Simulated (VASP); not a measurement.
# Mg12O13 in VASP: further runs

The runs below take Mg12O13 through single point, with PBE.

Program: VASP 6.6.1. These are calculated values, not measurements. Logs are shortened: lines on timing, memory, paths and dates and some standing lists are left out, and cuts for length are marked.

## (1) The cell of the first run

The cell holds a slab with vacuum, 25 atoms: a = 6.287 Å, b = 6.287 Å, c = 17.416 Å, α = 90.00°, β = 90.00°, γ = 60.00°.

## (2) Single point, PBE, collinear spin

The input, INCAR:

```
SYSTEM = Mg12O13
ALGO = Normal
EDIFF = 1E-7
ENCUT = 520
GGA = PE
ISIF = 2
ISMEAR = -1
ISPIN = 2
LASPH = .TRUE.
LCHARG = .TRUE.
LELF = .TRUE.
LORBIT = 11
LREAL = Auto
LVHAR = .TRUE.
LWAVE = .FALSE.
MAGMOM = 0 0 0 0 0 0 0 0 0 0 0 0 0 0 0 0 0 0 0 0 0 0 0 0 1
NBANDS = 73
NELM = 150
PREC = Accurate
SIGMA = 0.05
```

The input, KPOINTS:

```
k-points
0
G
  2 2 1
  0 0 0
```

The input, POSCAR:

```
Mg12O13
1.0
    6.2866040000      0.0000000000      0.0000000000
    3.1433020000      5.4443580000      0.0000000000
    0.0000000000      0.0000000000     17.4162380000
Mg O
12 13
Direct
    0.0000000000      0.0000000000      0.0574176811
    0.0000058657      0.5000038572      0.0574176811
    0.4999996819      0.0000000000      0.0574176811
    0.5000055476      0.5000038572      0.0574176811
    0.6673104541      0.6889517552      0.2064050801
    0.6554996616      0.2044134497      0.2136626750
    0.1732072194      0.6792903773      0.2162120201
    0.1612898503      0.1818579895      0.2025236449
    0.3807752507      0.3279725543      0.3867253077
    0.3325035902      0.8749975663      0.3360484624
    0.8701552063      0.3166029861      0.3429500676
    0.8920879710      0.8267090445      0.3560240736
    0.3333375952      0.8333397620      0.1310960496
    0.3333317295      0.3333359048      0.1310960496
    0.8333372771      0.8333397620      0.1310960496
    0.8333314113      0.3333359048      0.1310960496
    0.9988159909      0.5245246547      0.2728603043
    1.0168977313      0.0286535162      0.2653558134
    0.5055332787      0.5360962670      0.2698229089
    0.5297346286     -0.0054184534      0.2705635970
    0.7315363686      0.1411001995      0.3997993137
    0.6297061059      0.7599610459      0.4371150647
    0.1707047079      0.1888927951      0.4004825841
    0.2339860420      0.6693351172      0.3952288663
    0.5718709505      0.7360647481      0.5009635261
```

Potentials or basis: VASP PAW PBE potentials, release 64 (Mg, O).

On the command line:

```bash
> cat potpaw_PBE.64/Mg/POTCAR potpaw_PBE.64/O/POTCAR > POTCAR
> mpirun -np 1 vasp_std > vasp.out
```

OUTCAR:

```text
SYSTEM = Mg12O13
   EDIFF = 1E-7
   ENCUT = 520
   GGA = PE
   ISIF = 2
   ISMEAR = -1
   ISPIN = 2
   LASPH = .TRUE.
   LORBIT = 11
   LREAL = Auto
   NELM = 150
   PREC = Accurate

 ion  position               nearest neighbor table
   1  0.000  0.000  0.057-  15 2.22  16 2.22  13 2.22   2 3.14   4 3.14   3 3.14   3 3.14   4 3.14
                             2 3.14   8 3.14   7 3.27   6 3.31
   2  0.000  0.500  0.057-  14 2.22  15 2.22  16 2.22   8 3.06   1 3.14   3 3.14   4 3.14   4 3.14
                             3 3.14   1 3.14   5 3.17   7 3.37
   3  0.500  0.000  0.057-  13 2.22  14 2.22  15 2.22   5 3.10   8 3.13   4 3.14   2 3.14   1 3.14
                             1 3.14   2 3.14   4 3.14   6 3.36
   4  0.500  0.500  0.057-  16 2.22  13 2.22  14 2.22   3 3.14   1 3.14   2 3.14   2 3.14   1 3.14
                             3 3.14   6 3.16   5 3.24   7 3.29
   5  0.667  0.689  0.206-  20 2.01  19 2.04  15 2.14  17 2.14  13 2.25  16 2.34  10 2.90   6 3.09
                             3 3.10  11 3.13   8 3.14   7 3.14   8 3.15   7 3.16   2 3.17   6 3.21
   6  0.655  0.204  0.214-  19 2.06  20 2.10  18 2.16  16 2.21  14 2.28  15 2.48  11 2.89   7 3.01
                             5 3.09   8 3.12   4 3.16   8 3.19   5 3.21  12 3.24   7 3.28   1 3.31
   7  0.173  0.679  0.216-  19 2.04  17 2.05  18 2.09  13 2.26  15 2.37  14 2.40  10 2.85  12 2.88
                             6 3.01   8 3.13   5 3.14   5 3.16   8 3.17   1 3.27   6 3.28   4 3.29
   8  0.161  0.182  0.203-  18 1.96  14 2.16  16 2.18  17 2.23  13 2.27  20 2.33  10 2.87  11 2.92
                             2 3.06   6 3.12   3 3.13   7 3.13   5 3.14   1 3.14   5 3.15   7 3.17
   9  0.381  0.328  0.387-  24 1.87  21 1.92  23 1.93  20 2.72  19 2.74  11 3.14  10 3.14  12 3.15
                            12 3.23  11 3.33   6 3.37  10 3.41   7 3.54
  10  0.333  0.875  0.336-  24 1.98  23 2.04  20 2.08  18 2.11  19 2.18  22 2.40  11 2.85   7 2.85
                             8 2.87   5 2.90  12 2.95   9 3.14  12 3.39   9 3.41  11 3.45
  11  0.870  0.317  0.343-  23 1.92  21 1.98  18 2.07  17 2.22  19 2.37  10 2.85   6 2.89   8 2.92
                            12 3.02   5 3.13   9 3.14  12 3.29   9 3.33  10 3.45
  12  0.892  0.827  0.356-  21 1.87  24 1.98  17 2.21  22 2.36  18 2.39  20 2.47   7 2.88  10 2.95
                            11 3.02   9 3.15   9 3.23   6 3.24   5 3.28  11 3.29  10 3.39
  13  0.333  0.833  0.131-   3 2.22   4 2.22   1 2.22   5 2.25   7 2.26   8 2.27
  14  0.333  0.333  0.131-   8 2.16   2 2.22   3 2.22   4 2.22   6 2.28   7 2.40
  15  0.833  0.833  0.131-   5 2.14   1 2.22   2 2.22   3 2.22   7 2.37   6 2.48
  16  0.833  0.333  0.131-   8 2.18   6 2.21   4 2.22   1 2.22   2 2.22   5 2.34
  17  0.999  0.525  0.273-   7 2.05   5 2.14  12 2.21  11 2.22   8 2.23
  18  0.017  0.029  0.265-   8 1.96  11 2.07   7 2.09  10 2.11   6 2.16  12 2.39
  19  0.506  0.536  0.270-   5 2.04   7 2.04   6 2.06  10 2.18  11 2.37   9 2.74
  20  0.530  0.995  0.271-   5 2.01  10 2.08   6 2.10   8 2.33  12 2.47   9 2.72
  21  0.732  0.141  0.400-  12 1.87   9 1.92  11 1.98
  22  0.630  0.760  0.437-  25 1.20  12 2.36  10 2.40
  23  0.171  0.189  0.400-  11 1.92   9 1.93  10 2.04
  24  0.234  0.669  0.395-   9 1.87  10 1.98  12 1.98
  25  0.572  0.736  0.501-  22 1.20

  LATTYP: Found a hexagonal cell.
 ALAT       =     6.2866033353
 C/A-ratio  =     2.7703732956

  Lattice vectors:

 A1 = (  -3.1433020000,  -5.4443580000,   0.0000000000)
 A2 = (   6.2866040000,   0.0000000000,   0.0000000000)
 A3 = (   0.0000000000,   0.0000000000,  17.4162380000)

Analysis of symmetry for initial positions (statically):
=====================================================================
 Subroutine PRICEL returns:
 Original cell was already a primitive cell.

 Routine SETGRP: Setting up the symmetry group for a
 hexagonal supercell.

 Subroutine GETGRP returns: Found  1 space group operations
 (whereof  1 operations were pure point group operations)
 out of a pool of 24 trial point group operations.

The static configuration has the point symmetry C_1 .

Analysis of symmetry for dynamics (positions and initial velocities):
=====================================================================
 Subroutine PRICEL returns:
 Original cell was already a primitive cell.

 Routine SETGRP: Setting up the symmetry group for a
 hexagonal supercell.

 Subroutine GETGRP returns: Found  1 space group operations
 (whereof  1 operations were pure point group operations)
 out of a pool of 24 trial point group operations.

The dynamic configuration has the point symmetry C_1 .

Analysis of structural, dynamic, and magnetic symmetry:
=====================================================================
 Subroutine PRICEL returns:
 Original cell was already a primitive cell.

 Routine SETGRP: Setting up the symmetry group for a
 hexagonal supercell.

 Subroutine GETGRP returns: Found  1 space group operations
 (whereof  1 operations were pure point group operations)
 out of a pool of 24 trial point group operations.

The overall configuration has the point symmetry C_1 .

 Subroutine INISYM returns: Found  1 space group operations
 (whereof  1 operations are pure point group operations),
 and found     1 'primitive' translations

----------------------------------------------------------------------------------------

                                     Primitive cell

  volume of cell :     596.0973

[... 99 lines left out ...]
   dimension x,y,z NGXF=    96 NGYF=   96 NGZF=  280
   ions per type =              12  13
   NGX,Y,Z   is equivalent  to a cutoff of  12.69, 12.69, 13.36 a.u.
   NGXF,Y,Z  is equivalent  to a cutoff of  25.39, 25.39, 26.73 a.u.
 SYSTEM =  Mg12O13
   PREC   = accura    normal or accurate (medium, high low for compatibility)
   ISTART =      0    job   : 0-new  1-cont  2-samecut
   ICHARG =      2    charge: 1-file 2-atom 10-const
   ISPIN  =      2    spin polarized calculation?
   LNONCOLLINEAR =      F non collinear calculations
   LSORBIT =      F    spin-orbit coupling
   LASPH  =      T    aspherical Exc in radial PAW
   ENCUT  =  520.0 eV  38.22 Ry    6.18 a.u.  11.69 11.69 32.38*2*pi/ulx,y,z
   NELM   =    150;   NELMIN=  2; NELMDL= -5     # of ELM steps
   EDIFF  = 0.1E-06   stopping-criterion for ELM
   LREAL  =      T    real-space projection
   EDIFFG = 0.1E-05   stopping-criterion for IOM
   NSW    =      0    number of steps for IOM
   IBRION =     -1    ionic relax: 0-MD 1-quasi-New 2-CG
   NFREE  =      0    steps in history (QN), initial steepest desc. (CG)
   ISIF   =      2    stress and relaxation
   ISYM   =      2    0-nonsym 1-usesym 2-fastsym
   POTIM  = 0.5000    time-step for ionic-motion
   TEBEG  =    0.0;   TEEND  =   0.0 temperature during run
   PSTRESS=    0.0 pullay stress
   NELECT =     102.0000    total number of electrons
   NUPDOWN=      -1.0000    fix difference up-down
   EMIN   =  10.00;   EMAX   =-10.00  energy-range for DOS
   EFERMI =   0.00;   METHOD = LEGACY
   ISMEAR =    -1;   SIGMA  =   0.05  broadening in eV -4-tet -1-fermi 0-gaus
   EFERMI_NEDOS =   21; number of points for ismear=-14 and -15
   IALGO  =     38    algorithm
   IMIX   =      4    mixing-type and parameters
     AMIX     =   0.40;   BMIX     =  1.00
     AMIX_MAG =   1.60;   BMIX_MAG =  1.00
  volume/ion in A,a.u.               =      23.84       160.91
  Fermi-wavevector in a.u.,A,eV,Ry     =   0.908872  1.717518 11.239059  0.826048
  Thomas-Fermi vector in A             =   2.032849
   LORBIT       =     11    0 simple, 1 ext, 2 COOP (PROOUT), +10 PAW based schemes
   GGA     = PE    functional components
   LHFCALC =     F    Hartree Fock is set to
   AEXX    =    0.0000 exact exchange contribution
   IVDW    =     0    specifies the selected vdW correction
   LEPSILON=     F    determine dielectric tensor
   LRPA    =     F    only Hartree local field effects (RPA)
 spin polarized calculation
  energy-cutoff  :      520.00
  volume of cell :      596.10
 maximum number of plane-waves:     16084
 NGX is ok and might be reduce to    48
   NGX = 23   NGY = 23   NGZ = 65

 number of electron     101.9999997 magnetization       2.8804618

 Free energy of the ion-electron system (eV)
  ---------------------------------------------------
  ext. energy  EPLUGINS =         0.00000000
  ---------------------------------------------------
  free energy    TOTEN  =      -128.49397362 eV

  energy without entropy =     -128.38754957  energy(sigma->0) =     -128.44076160

 E-fermi :  -1.3914     XC(G=0):  -5.8067

 val. band max:       -1.3926566531   @ k =   0.5000   0.5000   0.0000
 cond. band min:      -1.3547074137   @ k =   0.0000   0.0000   0.0000
 fundamental gap:      0.0379492394
 Fermi energy:        -1.3914100920

 spin component 1

 k-point     1 :       0.0000    0.0000    0.0000
  band No.  band energies     occupation
      1     -29.4129      1.00000
      2     -19.2224      1.00000
      3     -18.6216      1.00000
      4     -18.5814      1.00000
      5     -18.4476      1.00000
      6     -18.3775      1.00000
[... 253 lines left out ...]
     62       4.7707      0.00000
     63       4.7923      0.00000
 Fermi energy:        -1.3914100920

 spin component 2

 k-point     1 :       0.0000    0.0000    0.0000
  band No.  band energies     occupation
      1     -28.3150      1.00000
      2     -19.2076      1.00000
      3     -18.6118      1.00000
      4     -18.5665      1.00000
      5     -18.4079      1.00000
      6     -18.3460      1.00000
[... 253 lines left out ...]
     62       4.8150      0.00000
     63       4.8301      0.00000
 [bands above 63 left out]

------------------------ aborting loop because EDIFF is reached ----------------------------------------

  FORCE on cell =-STRESS in cart. coord.  units (eV):
  Direction    XX          YY          ZZ          XY          YZ          ZX
  --------------------------------------------------------------------------------------
  -------------------------------------------------------------------------------------
  Total       -8.5941116     -6.7136673     -6.5595653     -1.4299245      0.1507133     -3.5500689
  in kB      -23.0990672    -18.0448496    -17.6306575     -3.8433202      0.4050841     -9.5417984
  external PRESSURE =     -19.5915248 kB  Pullay stress =       0.0000000 kB

 VOLUME and BASIS-vectors are now :
 -----------------------------------------------------------------------------
  energy-cutoff  :      520.00
  volume of cell :      596.10
      direct lattice vectors                 reciprocal lattice vectors
     6.286604000  0.000000000  0.000000000     0.159068394 -0.091838193  0.000000000
     3.143302000  5.444358000  0.000000000     0.000000000  0.183676386  0.000000000
     0.000000000  0.000000000 17.416238000     0.000000000  0.000000000  0.057417681

 POSITION                                       TOTAL-FORCE (eV/Angst)
 -----------------------------------------------------------------------------------
      0.00000      0.00000      1.00000        -0.124159     -0.088410      1.776301
      1.57170      2.72220      1.00000         0.081366      0.151068      1.631578
      3.14330      0.00000      1.00000         0.127068      0.021635      1.665381
      4.71500      2.72220      1.00000        -0.043719      0.025392      1.687060
      6.36070      3.75090      3.59480         0.498712     -0.151989      0.013698
      4.76340      1.11290      3.72120        -0.216410     -0.795782     -0.010563
[... 17 lines left out ...]
      3.57490      3.64410      6.88340        -0.396041      0.790583      0.026358
      5.90880      4.00740      8.72490        -0.959900     -0.368255      2.871936
 -----------------------------------------------------------------------------------
    total drift:                               -0.004864     -0.000714      0.009495

  FREE ENERGIE OF THE ION-ELECTRON SYSTEM (eV)
  ---------------------------------------------------
  free  energy   TOTEN  =      -128.4939736212 eV

  energy  without entropy=     -128.3875495743  energy(sigma->0) =     -128.44076160

 total charge

# of ion       s       p       d       tot
------------------------------------------
    1        0.170   0.115   0.029   0.314
    2        0.171   0.116   0.029   0.317
    3        0.171   0.116   0.029   0.317
    4        0.170   0.114   0.029   0.313
    5        0.147   0.166   0.070   0.384
    6        0.135   0.144   0.059   0.338
[... 17 lines left out ...]
   24        1.562   3.455   0.000   5.017
   25        1.617   3.291   0.000   4.908
--------------------------------------------------
tot         22.184  46.529   0.670  69.383

 magnetization (x)

# of ion       s       p       d       tot
------------------------------------------
    1        0.001   0.001   0.000   0.001
    2        0.001   0.001   0.000   0.002
    3        0.002   0.001   0.000   0.003
    4        0.001   0.001   0.000   0.002
    5       -0.000   0.001   0.001   0.001
    6       -0.000  -0.000  -0.000  -0.000
[... 17 lines left out ...]
   24       -0.000  -0.007   0.000  -0.007
   25        0.010   0.823   0.000   0.834
--------------------------------------------------
tot          0.033   2.245   0.006   2.284
```

It took 47 min on 1 thread of Intel Xeon Platinum 8259CL at 2.50GHz (Skylake/Cascade Lake), shared host; peak memory 1 GiB.

Results:

```
Free energy                                           : -128.4940 eV
Largest force                                         : 3.050 eV/Å
Net moment                                            : 2.88 μB per cell
Site moments                                          : Mg +0.00, -0.00, +0.01 (each value once); O +0.01, +0.02, +0.00, +0.04, -0.00, +0.06, +0.27, +0.66, +0.38, -0.01, +0.83 (each value once) μB
Valence electrons inside the program's atomic spheres : Mg 0.31, 0.32, 0.38, 0.34, 0.35, 0.36, 0.43, 0.40, 0.39 (each value once); O 4.99, 4.98, 5.00, 5.01, 5.09, 5.04, 5.02, 4.91 (each value once)
```

Forces in eV/Å, atoms in the order of the input:
```
Mg  -0.124 -0.088  1.776
Mg   0.081  0.151  1.632
Mg   0.127  0.022  1.665
Mg  -0.044  0.025  1.687
Mg   0.499 -0.152  0.014
Mg  -0.216 -0.796 -0.011
Mg  -0.278 -0.017 -0.548
Mg   0.875  0.417  0.044
Mg   0.066 -0.318  0.007
Mg  -0.203 -0.048  0.724
Mg  -0.310  0.114  0.054
Mg   0.432 -0.438 -0.593
O    0.175  0.160 -1.634
O    0.066  0.069 -1.191
O    0.095 -0.032 -1.809
O    0.081  0.235 -1.510
O   -0.649 -0.033 -0.074
O   -0.608 -0.522 -0.118
O    0.541 -0.557 -0.268
O   -0.370  0.502  0.059
O   -0.332  0.966  0.129
O    1.110  0.060 -2.719
O    0.343 -0.143 -0.214
O   -0.396  0.791  0.026
O   -0.960 -0.368  2.872
```

Caveat: the k points lie up to 0.58 Å⁻¹ apart; the standard files for N, O and F lose accuracy on very short bonds; the atoms stand as in a frame of molecular dynamics; there is no dipole correction, which matters where the two faces differ.

## (3) Single point, PBE, collinear spin

The input, INCAR:

```
PREC = Accurate
ENCUT = 520
EDIFF = 1E-7
ISMEAR = -1
SIGMA = 0.05
LREAL = Auto
LASPH = T
NELM = 150
ALGO = Normal
ISIF = 2
LWAVE = F
LCHARG = F
ISPIN = 2
MAGMOM = 0 0 0 0 0 0 0 0 0 0 0 0 0 0 0 0 0.07 0 0.07 0.07 0.35 0.42 0.35 0.35 0.57
LORBIT = 11
GGA = PE
NBANDS = 73
```

The input, KPOINTS:

```
regular mesh
0
Gamma
  2 2 1
```

The input, POSCAR:

```
Mg12O13
1.0
    6.2866040000      0.0000000000      0.0000000000
    3.1433020000      5.4443580000      0.0000000000
    0.0000000000      0.0000000000     17.4162380000
Mg O
12 13
Direct
    0.0000000000      0.0000000000      0.0574176811
    0.0000058657      0.5000038572      0.0574176811
    0.4999996819      0.0000000000      0.0574176811
    0.5000055476      0.5000038572      0.0574176811
    0.6828351811      0.6650921927      0.2048088686
    0.6784876317      0.1627005425      0.2081448359
    0.1836060696      0.6592880189      0.2093333819
    0.1830569923      0.1624066603      0.2083343142
    0.3272387426      0.3152988837      0.3855482453
    0.3275417611      0.8273702795      0.3416237192
    0.8663962415      0.2869943527      0.3412103119
    0.8612973809      0.8279396763      0.3395911333
    0.3333375952      0.8333397620      0.1310960496
    0.3333317295      0.3333359048      0.1310960496
    0.8333372771      0.8333397620      0.1310960496
    0.8333314113      0.3333359048      0.1310960496
    1.0080002243      0.4967711528      0.2674285916
    0.9961995043     -0.0149879931      0.2656314182
    0.5304248631      0.5051467960      0.2674687840
    0.5025665013     -0.0091103487      0.2657577371
    0.6862113530      0.1485574608      0.3937647154
    0.6987860695      0.6551736679      0.4174035748
    0.1690754632      0.1343776438      0.4023831094
    0.1850504243      0.6612349886      0.3980423327
    0.7576034132      0.6089606892      0.4874186951
```

Potentials or basis: VASP PAW PBE potentials, release 64 (Mg, O).

On the command line:

```bash
> cat potpaw_PBE.64/Mg/POTCAR potpaw_PBE.64/O/POTCAR > POTCAR
> mpirun -np 1 vasp_std > vasp.out
```

It took 22 min on 1 thread of Intel Xeon 6975P-C (Granite Rapids), shared host; peak memory 1 GiB.

The run converged. Its results:

| Property | Result |
| --- | --- |
| Free energy | -129.0354 eV |
| Largest force | 1.706 eV/Å |
| Net moment | 3.44 μB per cell |
| Site moments | Mg +0.00, -0.00, +0.01 (each value once); O +0.02, +0.01, +0.05, +0.07, +0.06, +0.42, +0.55, +0.28, +0.38, +0.82 (each value once) μB |
| Valence electrons inside the program's atomic spheres | Mg 0.32, 0.39, 0.35, 0.42 (each value once); O 5.00, 5.03, 5.10, 4.97, 4.96, 5.01, 4.98, 4.83 (each value once) |

Forces in eV/Å, atoms in the order of the input:
```
Mg   0.018 -0.015  1.648
Mg   0.040 -0.015  1.583
Mg   0.015  0.007  1.578
Mg   0.004 -0.006  1.610
Mg  -0.144 -0.072 -0.002
Mg  -0.686  0.410 -0.146
Mg   0.005 -0.585 -0.310
Mg  -0.052  0.249 -0.254
Mg   0.840 -0.087  0.091
Mg   0.271 -0.013  0.348
Mg  -0.278  0.483  0.274
Mg   0.001 -0.122  0.594
O    0.006  0.005 -1.619
O    0.147  0.016 -1.400
O    0.024 -0.024 -1.705
O    0.123 -0.099 -1.643
O   -0.341  0.114  0.251
O    1.132  0.238 -0.339
O   -0.292  0.001  0.074
O    0.392 -0.513  0.392
O   -0.361 -0.024 -0.142
O   -0.020 -0.096  0.175
O   -0.234 -0.124 -0.498
O   -0.498  0.167 -0.406
O   -0.113  0.108 -0.155
```

Levels at points of the mesh, in eV from the Fermi level:
Spin up:
```
           k point  band 50  band 51  band 52  band 53  band 54  band 55  band 56  band 57
(0.00, 0.00, 0.00)    -0.83    -0.77    -0.70     2.10     2.11     2.12     2.94     2.95
(0.50, 0.00, 0.00)    -0.82    -0.74    -0.21    -0.18     1.53     1.54     4.76     4.79
(0.50, 0.50, 0.00)    -0.84    -0.79    -0.20    -0.18     1.54     1.54     4.76     4.79
(0.00, 0.50, 0.00)    -0.85    -0.77    -0.20    -0.18     1.53     1.54     4.76     4.79
```
Spin down:
| k point | band 46 | band 47 | band 48 | band 49 | band 50 | band 51 | band 52 | band 53 |
| --- | --- | --- | --- | --- | --- | --- | --- | --- |
| (0.00, 0.00, 0.00) | -0.56 | -0.49 | -0.28 | 0.01 | 0.05 | 0.20 | 0.28 | 2.17 |
| (0.50, 0.00, 0.00) | -0.55 | -0.32 | -0.17 | -0.09 | 0.03 | 0.08 | 0.13 | 0.26 |
| (0.50, 0.50, 0.00) | -0.53 | -0.34 | -0.17 | -0.07 | 0.02 | 0.06 | 0.14 | 0.26 |
| (0.00, 0.50, 0.00) | -0.54 | -0.34 | -0.18 | -0.08 | 0.01 | 0.08 | 0.14 | 0.23 |

Caveat: the k points lie up to 0.58 Å⁻¹ apart; there is no dipole correction, which matters where the two faces differ.
